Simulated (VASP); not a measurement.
# TiCo3 (Pm-3m) in VASP: further runs, part 2 of 2

VASP 6.6.1. Earlier steps stand in the parts before.

### Step 5. Single point, PBEsol, collinear spin, ferromagnetic start (13.04 Å³/atom)

This run uses another cell than the first one, of 13.04 Å³/atom.

Contents of INCAR:

```
SYSTEM = TiCo3
  PREC = Accurate
  ENCUT = 520
  EDIFF = 1E-6
  ISMEAR = 0
  SIGMA = 0.15
  LREAL = .FALSE.
  LASPH = .TRUE.
  NELM = 150
  ALGO = Normal
  ISIF = 2
  LWAVE = .FALSE.
  LCHARG = .FALSE.
  ISPIN = 2
  MAGMOM = 0.3 0.66 0.66 0.66
  LORBIT = 11
  NUPDOWN = 2.28
  LMAXMIX = 4
  GGA = PS
  NBANDS = 32
```

Contents of KPOINTS:

```
regular mesh
0
G
  12 12 12
  0 0 0
```

Contents of POSCAR:

```
TiCo3
1.0
    3.7360489029      0.0000000000      0.0000000000
    0.0000000000      3.7360489029      0.0000000000
    0.0000000000      0.0000000000      3.7360489029
Ti Co
1 3
Direct
    0.0000000000      0.0000000000      0.0000000000
    0.0000000000      0.5000000000      0.5000000000
    0.5000000000      0.0000000000      0.5000000000
    0.5000000000      0.5000000000      0.0000000000
```

Potentials or basis: VASP PAW PBE potentials, release 64 (Ti_sv, Co).

Run with:

```
$ cat potpaw_PBE.64/Ti_sv/POTCAR potpaw_PBE.64/Co/POTCAR > POTCAR
$ mpirun -np 1 vasp_std > vasp.out
```

OUTCAR:

```text
SYSTEM = TiCo3
   PREC = Accurate
   ENCUT = 520
   EDIFF = 1E-6
   ISMEAR = 0
   LREAL = .FALSE.
   LASPH = .TRUE.
   NELM = 150
   ISIF = 2
   ISPIN = 2
   LORBIT = 11
   NUPDOWN = 2.28
   GGA = PS

 ion  position               nearest neighbor table
   1  0.000  0.000  0.000-   2 2.64   3 2.64   4 2.64   2 2.64   3 2.64   2 2.64   4 2.64   2 2.64
                             3 2.64   4 2.64   3 2.64   4 2.64
   2  0.000  0.500  0.500-   1 2.64   3 2.64   4 2.64   1 2.64   4 2.64   1 2.64   3 2.64   1 2.64
                             3 2.64   4 2.64   4 2.64   3 2.64
   3  0.500  0.000  0.500-   1 2.64   2 2.64   4 2.64   1 2.64   4 2.64   2 2.64   4 2.64   4 2.64
                             1 2.64   2 2.64   1 2.64   2 2.64
   4  0.500  0.500  0.000-   1 2.64   2 2.64   3 2.64   2 2.64   3 2.64   1 2.64   3 2.64   3 2.64
                             1 2.64   2 2.64   2 2.64   1 2.64
[... 1870 lines left out ...]

 POSITION                                       TOTAL-FORCE (eV/Angst)
 -----------------------------------------------------------------------------------
      0.00000      0.00000      0.00000         0.000000      0.000000      0.000000
      0.00000      1.86802      1.86802         0.000000      0.000000      0.000000
      1.86802      0.00000      1.86802         0.000000      0.000000      0.000000
      1.86802      1.86802      0.00000         0.000000      0.000000      0.000000
 -----------------------------------------------------------------------------------
    total drift:                                0.000000      0.000000      0.000000

  FREE ENERGIE OF THE ION-ELECTRON SYSTEM (eV)
  ---------------------------------------------------
  free  energy   TOTEN  =       -32.0305162332 eV

  energy  without entropy=      -31.9583650720  energy(sigma->0) =      -31.99444065

 total charge

# of ion       s       p       d       tot
------------------------------------------
    1        2.239   6.152   1.835  10.226
    2        0.459   0.419   7.251   8.129
    3        0.459   0.419   7.251   8.129
    4        0.459   0.419   7.251   8.129
--------------------------------------------------
tot          3.616   7.409  23.586  34.612

 magnetization (x)

# of ion       s       p       d       tot
------------------------------------------
    1       -0.012  -0.031  -0.457  -0.499
    2       -0.006  -0.032   1.035   0.997
    3       -0.006  -0.032   1.035   0.997
    4       -0.006  -0.032   1.035   0.997
--------------------------------------------------
tot         -0.030  -0.127   2.650   2.492
```

OSZICAR:

```text
N       E                     dE             d eps       ncg     rms          rms(c)
DAV:   1     0.314394387907E+03    0.31439E+03   -0.16993E+04 10776   0.155E+03
DAV:   2    -0.126246655512E+02   -0.32702E+03   -0.31134E+03 10880   0.364E+02
DAV:   3    -0.368132476680E+02   -0.24189E+02   -0.23222E+02 13576   0.115E+02
DAV:   4    -0.376723312974E+02   -0.85908E+00   -0.85372E+00 13856   0.189E+01
DAV:   5    -0.376968738376E+02   -0.24543E-01   -0.24541E-01 13592   0.296E+00    0.210E+01
DAV:   6    -0.385370565448E+02   -0.84018E+00   -0.46983E+01 11904   0.865E+01    0.224E+01
DAV:   7    -0.330138402106E+02    0.55232E+01   -0.31881E+01 13496   0.528E+01    0.124E+01
DAV:   8    -0.321096271098E+02    0.90421E+00   -0.38215E+00 15480   0.202E+01    0.269E+00
DAV:   9    -0.320326299741E+02    0.76997E-01   -0.25299E-01 14176   0.470E+00    0.183E+00
DAV:  10    -0.320368577739E+02   -0.42278E-02   -0.10529E-01 14480   0.271E+00    0.127E+00
DAV:  11    -0.320331035940E+02    0.37542E-02   -0.20512E-02 13344   0.120E+00    0.493E-01
DAV:  12    -0.320309025545E+02    0.22010E-02   -0.29996E-03 13184   0.529E-01    0.256E-01
DAV:  13    -0.320304573800E+02    0.44517E-03   -0.14828E-03 13440   0.330E-01    0.667E-02
DAV:  14    -0.320305147458E+02   -0.57366E-04   -0.26145E-04 13328   0.123E-01    0.254E-02
DAV:  15    -0.320305162335E+02   -0.14878E-05   -0.22088E-05 12360   0.420E-02    0.887E-03
DAV:  16    -0.320305162332E+02    0.31787E-09   -0.17653E-06  9656   0.127E-02
   1 F= -.32030516E+02 E0= -.31994441E+02  d E =-.721512E-01  mag=     2.2800
```

stdout:

```text
POSCAR found type information on POSCAR TiCo
 POSCAR found :  2 types and       4 ions
 scaLAPACK will be used
 -----------------------------------------------------------------------------
|                                                                             |
|                                                                             |
|     You enforced a specific xc type in the INCAR file but a different       |
|     I HOPE YOU KNOW WHAT YOU ARE DOING!                                     |
|                                                                             |
 -----------------------------------------------------------------------------

 LDA part: xc-table for (Slater+PW92), standard interpolation
 POSCAR, INCAR and KPOINTS ok, starting setup
 FFT: planning ... GRIDC
 FFT: planning ... GRID_SOFT
 FFT: planning ... GRID
 WAVECAR not read
 entering main loop
```

Wall time 7.5 min (1 thread of Oxide Virtual Turin-like, shared host); peak memory 0.29 GiB.

Results:

- Free energy: -32.0305 eV
- Pressure: -25.0 GPa
- Net moment: 2.28 μB per cell
- Site moments: Ti -0.50; Co +1.00 μB
- Valence electrons inside the program's atomic spheres: Ti 10.23; Co 8.13

Caveat: the cell stands under tension; the PAW data sets were made with another functional, which shifts forces and pressure a little; the total moment is fixed, so each spin has its own Fermi level and the state may be an excited one.

### Step 6. Single point, PBEsol, collinear spin, ferromagnetic start (13.04 Å³/atom)

This run uses another cell than the first one, of 13.04 Å³/atom.

Contents of INCAR:

```
SYSTEM = TiCo3
ALGO = Normal
EDIFF = 1E-6
ENCUT = 520
GGA = PS
ISIF = 2
ISMEAR = 0
ISPIN = 2
LASPH = .True.
LCHARG = .False.
LMAXMIX = 4
LORBIT = 11
LREAL = .False.
LWAVE = .False.
MAGMOM = 0.5 1.1 1.1 1.1
NBANDS = 32
NELM = 150
NUPDOWN = 3.8
PREC = Accurate
SIGMA = 0.15
```

Contents of KPOINTS:

```
k-points
0
Gamma
  12 12 12
  0 0 0
```

POSCAR is that of step 5.

Potentials or basis: VASP PAW PBE potentials, release 64 (Ti_sv, Co).

Run with:

```
$ cat potpaw_PBE.64/Ti_sv/POTCAR potpaw_PBE.64/Co/POTCAR > POTCAR
$ mpirun -np 1 vasp_std > vasp.out
```

It took 5.9 min on 1 thread of Oxide Virtual Turin-like, shared host; peak memory 0.29 GiB.

It converged, with:

```yaml
Free_energy: -31.6797 eV
Pressure: -20.4 GPa
Net_moment: 3.80 μB per cell
Site_moments: Ti -0.37; Co +1.42 μB
Valence_electrons_inside_the_program's_atomic_spheres: Ti 10.23; Co 8.11
```

Caveat: the cell stands under tension; the PAW data sets were made with another functional, which shifts forces and pressure a little; the total moment is fixed, so each spin has its own Fermi level and the state may be an excited one.

### Step 7. Summary

| fixed moment (μB) | cell | pressure (GPa) | moment (μB) |
| --- | --- | --- | --- |
| 0.76 | a = 3.800 Å, 4 atoms | -32.2 | 0.76 |
| 3.04 | a = 3.800 Å, 4 atoms | -27.8 | 3.04 |
| 7.6 | a = 3.800 Å, 4 atoms | -12.0 | 7.60 |
| 2.28 | a = 3.736 Å, 4 atoms | -25.0 | 2.28 |
| 3.8 | a = 3.736 Å, 4 atoms | -20.4 | 3.80 |

Alike in all rows: task single point; level PBEsol; potentials or basis VASP PAW PBE potentials, release 64 (Ti_sv, Co); spin collinear, ferromagnetic start; k mesh 12 × 12 × 12; cutoff (eV) 520; smearing gaussian 0.15 eV.

Caveats: the cell stands under tension; the PAW data sets were made with another functional, which shifts forces and pressure a little; the total moment is fixed, so each spin has its own Fermi level and the state may be an excited one.

Total energies depend on the potentials used, so only differences within one code and one set of settings carry meaning.
